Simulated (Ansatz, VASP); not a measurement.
**Ti2As2S: VASP beside Ansatz**

INCAR

```
  PREC = Accurate
  ENCUT = 500
  EDIFF = 1E-6
  ISMEAR = 0
  SIGMA = 0.1
  LREAL = F
  LASPH = T
  NELM = 200
  ALGO = Normal
  ISIF = 2
  LWAVE = F
  LCHARG = T
  ISPIN = 2
  MAGMOM = 1 1 0 0 0
  LORBIT = 11
  LMAXMIX = 4
  GGA = PE
  LELF = T
  LVHAR = T
  NBANDS = 32
  GGA_COMPAT = F
```

KPOINTS

```
Automatic mesh
0
Gamma
  6 6 2
```

File POSCAR:

```
Ti2As2S
1.0
    3.5324778019      0.0000000000      0.0000000000
    0.0000000000      3.5324778019      0.0000000000
    0.0000000000      0.0000000000      8.5461979101
Ti As S
2 2 1
Direct
    0.5000000000      0.5000000000      0.7593606393
    0.5000000000      0.5000000000      0.2406393607
    0.0000000000      0.0000000000      0.1564789403
    0.0000000000      0.0000000000      0.8435210597
    0.5000000000      0.5000000000      0.5000000000
```

Input for Ansatz:

```yaml
crystal:
  lattice:
    - [3.5324778019, 0.0, 0.0]
    - [0.0, 3.5324778019, 0.0]
    - [0.0, 0.0, 8.5461979101]
  atoms:
    - { symbol: Ti, position: [0.5, 0.5, 0.7593606393], spin: 1.0 }
    - { symbol: Ti, position: [0.5, 0.5, 0.2406393607], spin: 1.0 }
    - { symbol: As, position: [0.0, 0.0, 0.1564789403] }
    - { symbol: As, position: [0.0, 0.0, 0.8435210597] }
    - { symbol: S, position: [0.5, 0.5, 0.5] }
basis:
  ecutwfc: 420
kpoints:
  mp_grid: { grid: [6, 6, 2] }
hamiltonian:
  xc: pbe
scf:
  occupations: { method: gaussian, width: 0.1 }
  lower_state_search: "off"
output:
  forces: true
  stress: true
  eigenvalues: true
  populations: true
magnetization:
  spin_polarized: true
```

Alike in both runs: task single point; functional PBE; k mesh 6 × 6 × 2; occupations gaussian, width 0.1 eV; collinear spin.

|  | VASP | Ansatz |
| --- | --- | --- |
| version | VASP 6.6.1 | Ansatz 0.2.0 |
| potentials or method | VASP PAW PBE potentials, release 64 (Ti_sv, As, S), cutoff 500 eV | scalar-relativistic, plane waves, PAW |
| valence electrons in the cell | 40 | 60 |

|  | VASP | Ansatz | Ansatz less VASP |
| --- | --- | --- | --- |
| gap on the k mesh at the Fermi level (eV) | none | none | - |
| pressure (GPa) | -0.5 | -0.6 | -0.10 |
| rms of the force components (eV/Å) | 0.081 | 0.081 | -0.0003 |
| net moment per atom (μB) | 0.01 | 0.00 | -0.010 |

Atom by atom the forces differ by 0.001 eV/Å (rms over components). A gap of «none» marks a metal or a gap that the smearing closes. VASP's potentials hold 40 valence electrons a cell and Ansatz's 60, so a difference there can come from the potentials and not from the codes. Ansatz's warnings: seeded moment not kept.

The k mesh is coarse, so the values compare programs but aren't converged.
